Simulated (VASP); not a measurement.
# Mn (Im-3m) in VASP: further runs

Runs on Mn. Level: PBE. Tasks: single point.

Everything below comes from runs of VASP 6.6.1. Logs are shortened: lines on timing, memory, paths and dates and some standing lists are left out, and cuts for length are marked.

## 1. The cell of the first run

It takes space group Im-3m (No. 229, cubic). Conventional cell: a = 2.820 Å, b = 2.820 Å, c = 2.820 Å, α = 90.00°, β = 90.00°, γ = 90.00°. Within 3.2 Å of Mn (site symmetry m-3m) lie 14 Mn at 2.44 to 2.82 Å.

## 2. Single point, PBE

Contents of INCAR:

```
SYSTEM = Mn
PREC     = Accurate       ! precision mode
ENCUT    = 520            ! plane-wave cutoff, eV
EDIFF    = 1E-6           ! SCF threshold, eV
ISMEAR   = -1             ! smearing method
SIGMA    = 0.06122561905347299 ! smearing width, eV
LREAL    = .False.        ! projectors in reciprocal space
LASPH    = .True.         ! aspherical terms in the spheres
NELM     = 100            ! most SCF steps
ALGO     = Normal         ! electronic algorithm
ISIF     = 2              ! what is computed and relaxed
LWAVE    = .False.        ! write WAVECAR
LCHARG   = .False.        ! write CHGCAR
GGA      = PE             ! functional
NBANDS   = 12             ! bands
```

Contents of KPOINTS:

```
regular mesh
0
Gamma
  28 28 28
  0 0 0
```

Contents of POSCAR:

```
Mn
1.0
   -1.4102196118      1.4102196118      1.4102196118
    1.4102196118     -1.4102196118      1.4102196118
    1.4102196118      1.4102196118     -1.4102196118
Mn
1
Direct
    0.0000000000      0.0000000000      0.0000000000
```

Potentials or basis: VASP PAW PBE potentials, release 64 (Mn_pv).

Run with:

```console
$ cat potpaw_PBE.64/Mn_pv/POTCAR > POTCAR
$ mpirun -np 1 vasp_std > vasp.out
```

OUTCAR:

```text
SYSTEM = Mn
   PREC = Accurate
   ENCUT = 520
   EDIFF = 1E-6
   ISMEAR = -1
   LREAL = .False.
   LASPH = .True.
   NELM = 100
   ISIF = 2
   GGA = PE

 ion  position               nearest neighbor table
   1  0.000  0.000  0.000-

  LATTYP: Found a body centered cubic cell.
 ALAT       =     2.8204392236

  Lattice vectors:

 A1 = (  -1.4102196118,   1.4102196118,   1.4102196118)
 A2 = (   1.4102196118,  -1.4102196118,   1.4102196118)
 A3 = (   1.4102196118,   1.4102196118,  -1.4102196118)

Analysis of symmetry for initial positions (statically):
=====================================================================
 Subroutine PRICEL returns:
 Original cell was already a primitive cell.

 Routine SETGRP: Setting up the symmetry group for a
 body centered cubic supercell.

 Subroutine GETGRP returns: Found 48 space group operations
 (whereof 48 operations were pure point group operations)
 out of a pool of 48 trial point group operations.

The static configuration has the point symmetry O_h .

Analysis of symmetry for dynamics (positions and initial velocities):
=====================================================================
 Subroutine PRICEL returns:
 Original cell was already a primitive cell.

 Routine SETGRP: Setting up the symmetry group for a
 body centered cubic supercell.

 Subroutine GETGRP returns: Found 48 space group operations
 (whereof 48 operations were pure point group operations)
 out of a pool of 48 trial point group operations.

The dynamic configuration has the point symmetry O_h .

 Subroutine INISYM returns: Found 48 space group operations
 (whereof 48 operations are pure point group operations),
 and found     1 'primitive' translations

----------------------------------------------------------------------------------------

                                     Primitive cell

  volume of cell :      11.2181

  direct lattice vectors                    reciprocal lattice vectors
    -1.410219612  1.410219612  1.410219612     0.000000000  0.354554706  0.354554706
     1.410219612 -1.410219612  1.410219612     0.354554706  0.000000000  0.354554706
     1.410219612  1.410219612 -1.410219612     0.354554706  0.354554706  0.000000000

  length of vectors
     2.442572017  2.442572017  2.442572017     0.501416074  0.501416074  0.501416074

  position of ions in fractional coordinates (direct lattice)
     0.000000000  0.000000000  0.000000000

  ion indices of the primitive-cell ions
   primitive index   ion index
                 1           1

----------------------------------------------------------------------------------------

 KPOINTS: regular mesh

Automatic generation of k-mesh.
 Grid dimensions read from file:
 generate k-points for:   28   28   28

 Generating k-lattice:

  Cartesian coordinates                     Fractional coordinates (reciprocal lattice)
     0.000000000  0.012662668  0.012662668     0.035714286  0.000000000  0.000000000
     0.012662668  0.000000000  0.012662668     0.000000000  0.035714286  0.000000000
     0.012662668  0.012662668  0.000000000     0.000000000  0.000000000  0.035714286

  Length of vectors
     0.017907717  0.017907717  0.017907717

  Shift w.r.t. Gamma in fractional coordinates (k-lattice)
     0.000000000  0.000000000  0.000000000

 Subroutine IBZKPT returns following result:
 ===========================================

 Found    624 irreducible k-points:

 Following reciprocal coordinates:
            Coordinates               Weight
  0.000000  0.000000  0.000000      1.000000
  0.035714  0.000000  0.000000     12.000000
  0.071429  0.000000  0.000000     12.000000
  0.107143  0.000000  0.000000     12.000000
  0.142857  0.000000  0.000000     12.000000
  0.178571  0.000000  0.000000     12.000000
[... 16 lines left out ...]
  0.285714  0.035714  0.000000     48.000000
  0.321429  0.035714  0.000000     48.000000
 [... further k-points ...]
   k-points           NKPTS =    624   k-points in BZ     NKDIM =    624   number of bands    NBANDS=     12
   number of dos      NEDOS =    301   number of ions     NIONS =      1
   total plane-waves  NPLWV =   5832
   dimension x,y,z NGX =    18 NGY =   18 NGZ =   18
   dimension x,y,z NGXF=    36 NGYF=   36 NGZF=   36
   ions per type =               1
   NGX,Y,Z   is equivalent  to a cutoff of  12.25, 12.25, 12.25 a.u.
   NGXF,Y,Z  is equivalent  to a cutoff of  24.50, 24.50, 24.50 a.u.
 SYSTEM =  Mn
   PREC   = accura    normal or accurate (medium, high low for compatibility)
   ISTART =      0    job   : 0-new  1-cont  2-samecut
   ICHARG =      2    charge: 1-file 2-atom 10-const
   ISPIN  =      1    spin polarized calculation?
   LNONCOLLINEAR =      F non collinear calculations
   LSORBIT =      F    spin-orbit coupling
   LASPH  =      T    aspherical Exc in radial PAW
   ENCUT  =  520.0 eV  38.22 Ry    6.18 a.u.   4.54  4.54  4.54*2*pi/ulx,y,z
   NELM   =    100;   NELMIN=  2; NELMDL= -5     # of ELM steps
   EDIFF  = 0.1E-05   stopping-criterion for ELM
   LREAL  =      F    real-space projection
   EDIFFG = 0.1E-04   stopping-criterion for IOM
   NSW    =      0    number of steps for IOM
   IBRION =     -1    ionic relax: 0-MD 1-quasi-New 2-CG
   NFREE  =      0    steps in history (QN), initial steepest desc. (CG)
   ISIF   =      2    stress and relaxation
   ISYM   =      2    0-nonsym 1-usesym 2-fastsym
   POTIM  = 0.5000    time-step for ionic-motion
   TEBEG  =    0.0;   TEEND  =   0.0 temperature during run
   PSTRESS=    0.0 pullay stress
   NELECT =      13.0000    total number of electrons
   NUPDOWN=      -1.0000    fix difference up-down
   EMIN   =  10.00;   EMAX   =-10.00  energy-range for DOS
   EFERMI =   0.00;   METHOD = LEGACY
   ISMEAR =    -1;   SIGMA  =   0.06  broadening in eV -4-tet -1-fermi 0-gaus
   EFERMI_NEDOS =   21; number of points for ismear=-14 and -15
   IALGO  =     38    algorithm
   IMIX   =      4    mixing-type and parameters
     AMIX     =   0.40;   BMIX     =  1.00
     AMIX_MAG =   1.60;   BMIX_MAG =  1.00
  volume/ion in A,a.u.               =      11.22        75.70
  Fermi-wavevector in a.u.,A,eV,Ry     =   1.719554  3.249486 40.230613  2.956867
  Thomas-Fermi vector in A             =   2.796159
   LORBIT       =      0    0 simple, 1 ext, 2 COOP (PROOUT), +10 PAW based schemes
   GGA     = PE    functional components
   LHFCALC =     F    Hartree Fock is set to
   AEXX    =    0.0000 exact exchange contribution
   IVDW    =     0    specifies the selected vdW correction
   LEPSILON=     F    determine dielectric tensor
   LRPA    =     F    only Hartree local field effects (RPA)
 non-spin polarized calculation
  energy-cutoff  :      520.00
  volume of cell :       11.22
 maximum number of plane-waves:       321
   NGX =  9   NGY =  9   NGZ =  9

 number of electron      13.0000021 magnetization

 Free energy of the ion-electron system (eV)
  ---------------------------------------------------
  ext. energy  EPLUGINS =         0.00000000
  ---------------------------------------------------
  free energy    TOTEN  =        -8.83650536 eV

  energy without entropy =       -8.80723652  energy(sigma->0) =       -8.82187094

 E-fermi :  10.2277     XC(G=0): -13.7666

 val. band max:       10.2249413675   @ k =  -0.2143   0.2857   0.1429
 cond. band min:      10.2299687862   @ k =  -0.2857   0.5000   0.0714
 fundamental gap:      0.0050274188
 Fermi energy:        10.2276916519

 k-point     1 :       0.0000    0.0000    0.0000
  band No.  band energies     occupation
      1     -37.7942      2.00000
      2     -37.7942      2.00000
      3     -37.7942      2.00000
      4       1.7854      2.00000
      5       8.7153      2.00000
      6       8.7153      2.00000
      7       8.7153      2.00000
      8      10.5433      0.01147
      9      10.5433      0.01147
     10      33.6023      0.00000
     11      33.6023      0.00000
     12      33.6023      0.00000

 k-point     2 :       0.0357    0.0000    0.0000
  band No.  band energies     occupation
      1     -37.8028      2.00000
      2     -37.7970      2.00000
      3     -37.7943      2.00000
      4       1.8408      2.00000
      5       8.6963      2.00000
      6       8.7130      2.00000
      7       8.7495      2.00000
      8      10.5222      0.01617
      9      10.5447      0.01122
     10      33.4009      0.00000
     11      33.5733      0.00000
     12      33.6219      0.00000

 k-point     3 :       0.0714    0.0000    0.0000
  band No.  band energies     occupation
      1     -37.8281      2.00000
      2     -37.8050      2.00000
      3     -37.7943      2.00000
      4       2.0054      2.00000
      5       8.6406      2.00000
      6       8.7039      2.00000
      7       8.8512      2.00000
      8      10.4642      0.04117
      9      10.5490      0.01046
     10      32.8309      0.00000
     11      33.4645      0.00000
     12      33.6786      0.00000
[... 286 lines left out ...]
 k-point    23 :       0.2857    0.0357    0.0000
  band No.  band energies     occupation
      1     -38.2405      2.00000
      2     -37.9380      2.00000
      3     -37.7991      2.00000
      4       4.8699      2.00000
      5       7.7788      2.00000
      6       8.5305      2.00000
      7      10.3136      0.39481
      8      10.7073      0.00079
      9      10.8075      0.00015
     10      24.4781      0.00000
     11      29.6201      0.00000
     12      33.5389      0.00000

 k-point    24 :       0.3214    0.0357    0.0000
  band No.  band energies     occupation
      1     -38.3053      2.00000
      2     -37.9600      2.00000
      3     -37.7994      2.00000
      4       5.2105      2.00000
      5       7.6481      2.00000
      6       8.7968      2.00000
      7      10.3862      0.13980
      8      10.7480      0.00041
      9      11.1762      0.00000
     10      23.0444      0.00000
     11      29.0387      0.00000
     12      32.7812      0.00000

 [... further k-points ...]

------------------------ aborting loop because EDIFF is reached ----------------------------------------

  FORCE on cell =-STRESS in cart. coord.  units (eV):
  Direction    XX          YY          ZZ          XY          YZ          ZX
  --------------------------------------------------------------------------------------
  -------------------------------------------------------------------------------------
  Total       -0.7116695     -0.7116695     -0.7116695      0.0000000      0.0000000      0.0000000
  in kB     -101.6409430   -101.6409430   -101.6409430      0.0000000      0.0000000      0.0000000
  external PRESSURE =    -101.6409430 kB  Pullay stress =       0.0000000 kB

 VOLUME and BASIS-vectors are now :
 -----------------------------------------------------------------------------
  energy-cutoff  :      520.00
  volume of cell :       11.22
      direct lattice vectors                 reciprocal lattice vectors
    -1.410219612  1.410219612  1.410219612     0.000000000  0.354554706  0.354554706
     1.410219612 -1.410219612  1.410219612     0.354554706  0.000000000  0.354554706
     1.410219612  1.410219612 -1.410219612     0.354554706  0.354554706  0.000000000

 POSITION                                       TOTAL-FORCE (eV/Angst)
 -----------------------------------------------------------------------------------
      0.00000      0.00000      0.00000        -0.000000     -0.000000      0.000000
 -----------------------------------------------------------------------------------
    total drift:                                0.000000      0.000000      0.000000

  FREE ENERGIE OF THE ION-ELECTRON SYSTEM (eV)
  ---------------------------------------------------
  free  energy   TOTEN  =        -8.8365053595 eV

  energy  without entropy=       -8.8072365247  energy(sigma->0) =       -8.82187094
```

It took 23 s on 1 thread of Intel Xeon 6975P-C (Granite Rapids), shared host; peak memory 0.19 GiB.

What came out:

- Free energy: -8.8365 eV
- Pressure: -10.2 GPa

Levels at points of the mesh, in eV from the Fermi level:
```csv
k point,band 3,band 4,band 5,band 6,band 7,band 8,band 9,band 10
"(0.00, 0.00, 0.00)",-48.02,-8.44,-1.51,-1.51,-1.51,0.32,0.32,23.37
"(0.50, 0.00, 0.00)",-48.02,-4.73,-2.88,0.30,0.59,0.60,1.80,8.82
"(0.50, 0.50, 0.50)",-48.49,-4.52,-4.52,1.46,1.46,1.46,10.25,10.25
```

Caveat: the run has no spin polarisation, though such a crystal can be magnetic. Spin polarisation is off, so any magnetic state and its effect on volume and gap are missing.

## 3. Single point, PBE

This run uses another cell than the first one, of 10.14 Å³/atom, 0.904 times its volume.

Contents of INCAR:

```
SYSTEM = Mn
PREC = Accurate
ENCUT = 520
EDIFF = 1E-7
ISMEAR = -1
SIGMA = 0.06122561905347299
LREAL = .False.
LASPH = .True.
NELM = 100
ALGO = Normal
ISIF = 2
LWAVE = .False.
LCHARG = .False.
GGA = PE
NBANDS = 12
```

Contents of KPOINTS:

```
Automatic mesh
0
Gamma
  19 19 19
  0 0 0
```

Contents of POSCAR:

```
Mn
1.0
   -1.3634888417      1.3634888417      1.3634888417
    1.3634888417     -1.3634888417      1.3634888417
    1.3634888417      1.3634888417     -1.3634888417
Mn
1
Direct
    0.0000000000      0.0000000000      0.0000000000
```

Potentials or basis: VASP PAW PBE potentials, release 64 (Mn_pv).

Run with:

```console
$ cat potpaw_PBE.64/Mn_pv/POTCAR > POTCAR
$ mpirun -np 1 vasp_std > vasp.out
```

Run time: 16 s. Hardware: 1 thread of Intel Xeon 6975P-C, shared host; peak memory 0.14 GiB.

It converged, with:

| Item | Value |
| --- | --- |
| Free energy | -8.8129 eV |
| Pressure | 19.6 GPa |

Levels at points of the mesh, in eV from the Fermi level:
```
           k point  band 2  band 3  band 4  band 5  band 6  band 7  band 8  band 9  band 10  band 11
(0.00, 0.00, 0.00)  -47.99  -47.99   -8.93   -1.73   -1.73   -1.73    0.37    0.37    24.21    24.21
```

Caveat: the run has no spin polarisation, though such a crystal can be magnetic. Spin polarisation is off, so any magnetic state and its effect on volume and gap are missing.
